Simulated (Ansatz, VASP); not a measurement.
## Pt: VASP beside Ansatz

INCAR

```
ALGO = Normal
EDIFF = 1E-7
ENCUT = 520
GGA = PE
ISIF = 2
ISMEAR = 0
LASPH = True
LCHARG = False
LREAL = Auto
LWAVE = False
NBANDS = 94
NELM = 100
PREC = Accurate
SIGMA = 0.1
```

KPOINTS

```
k-points
0
Gamma
  5 5 5
```

The input POSCAR:

```
Pt
1.0
    3.9702306987     -3.9702306987      3.9702306987
   -3.9702306987     -3.9702306987     -3.9702306987
    3.9702306987      3.9702306987     -3.9702306987
Pt
16
Direct
    0.5000000000      0.7500000000      0.7500000000
    0.7500000000      0.7500000000      0.5000000000
    0.7500000000      0.5000000000      0.7500000000
    0.0000000000      0.7500000000      0.2500000000
    0.0000000000      0.5000000000      0.5000000000
    0.0000000000      0.2500000000      0.7500000000
    0.2500000000      0.7500000000      0.0000000000
    0.2500000000      0.5000000000      0.2500000000
    0.2500000000      0.2500000000      0.5000000000
    0.2500000000      0.0000000000      0.7500000000
    0.5000000000      0.5000000000      0.0000000000
    0.5000000000      0.2500000000      0.2500000000
    0.5000000000      0.0000000000      0.5000000000
    0.7500000000      0.2500000000      0.0000000000
    0.7500000000      0.0000000000      0.2500000000
    0.0000000000      0.0000000000      0.0000000000
```

Input for Ansatz:

```yaml
crystal:
  lattice:
    - [3.9702306987, -3.9702306987, 3.9702306987]
    - [-3.9702306987, -3.9702306987, -3.9702306987]
    - [3.9702306987, 3.9702306987, -3.9702306987]
  atoms:
    - { symbol: Pt, position: [0.5, 0.75, 0.75] }
    - { symbol: Pt, position: [0.75, 0.75, 0.5] }
    - { symbol: Pt, position: [0.75, 0.5, 0.75] }
    - { symbol: Pt, position: [0.0, 0.75, 0.25] }
    - { symbol: Pt, position: [0.0, 0.5, 0.5] }
    - { symbol: Pt, position: [0.0, 0.25, 0.75] }
    - { symbol: Pt, position: [0.25, 0.75, 0.0] }
    - { symbol: Pt, position: [0.25, 0.5, 0.25] }
    - { symbol: Pt, position: [0.25, 0.25, 0.5] }
    - { symbol: Pt, position: [0.25, 0.0, 0.75] }
    - { symbol: Pt, position: [0.5, 0.5, 0.0] }
    - { symbol: Pt, position: [0.5, 0.25, 0.25] }
    - { symbol: Pt, position: [0.5, 0.0, 0.5] }
    - { symbol: Pt, position: [0.75, 0.25, 0.0] }
    - { symbol: Pt, position: [0.75, 0.0, 0.25] }
    - { symbol: Pt, position: [0.0, 0.0, 0.0] }
basis:
  ecutwfc: 420
  xc_grid: 2
kpoints:
  mp_grid: { grid: [5, 5, 5], shift: [0.0, 0.0, 0.0] }
hamiltonian:
  xc: pbe
scf:
  occupations: { method: gaussian, width: 0.1 }
output:
  forces: true
  stress: true
  eigenvalues: true
```

Alike in both runs: task single point; functional PBE; k mesh 5 × 5 × 5; occupations gaussian, width 0.1 eV; no spin polarisation.

|  | VASP | Ansatz |
| --- | --- | --- |
| version | VASP 6.6.1 | Ansatz 0.2.0 |
| potentials or method | VASP PAW PBE potentials, release 64 (Pt), cutoff 520 eV | scalar-relativistic, plane waves, PAW |
| valence electrons in the cell | 160 | 288 |

Ansatz gave:

- gap on the k mesh at the Fermi level (eV): none
- pressure (GPa): -0.1

Problem. Estimate VASP's values.

Solution. gap on the k mesh at the Fermi level (eV): none; pressure (GPa): -0.5.

A gap of «none» marks a metal or a gap that the smearing closes. The functional is the same, so the differences come from potentials, cutoffs and numerics. VASP's potentials hold 160 valence electrons a cell and Ansatz's 288, so a difference there can come from the potentials and not from the codes.

Neither program's run includes spin-orbit coupling.
